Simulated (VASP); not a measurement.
The system is ZnS.

```
CELL_PARAMETERS angstrom
3.17923 0.00000 0.00000
0.00000 3.17923 0.00000
0.00000 0.00000 3.17923
ATOMIC_POSITIONS crystal
Zn 0.00000 0.00000 0.00000
S 0.50000 0.50000 0.50000
```

Base run:

| Quantity | Value |
| --- | --- |
| Program | VASP 6.6.1 |
| Functional | PBEsol |
| Potentials or basis | VASP PAW PBE potentials, release 64 (Zn, S) |
| Cutoff | 500 eV |
| k mesh | 8 × 8 × 8 |
| Occupations | fermi-dirac, width 0.02 eV |
| Spin | no spin polarisation |

Its results: band gap on the k mesh zero (band 9 reaches 4.95 eV, above the bottom of band 10 at 3.68 eV); pressure -3.4 GPa.

The run is repeated on the same cell with these changes: functional from PBEsol to r2SCAN; cutoff from 500 eV to 520 eV; k mesh from 8 × 8 × 8 to 6 × 6 × 6. What comes out?

Band gap on the k mesh zero (band 9 reaches 4.84 eV, above the bottom of band 10 at 4.04 eV); pressure -0.3 GPa.

Several settings changed at once, so the effect can't be laid on one alone.

Caveats: the PAW data sets were made with another functional, which shifts forces and pressure a little.
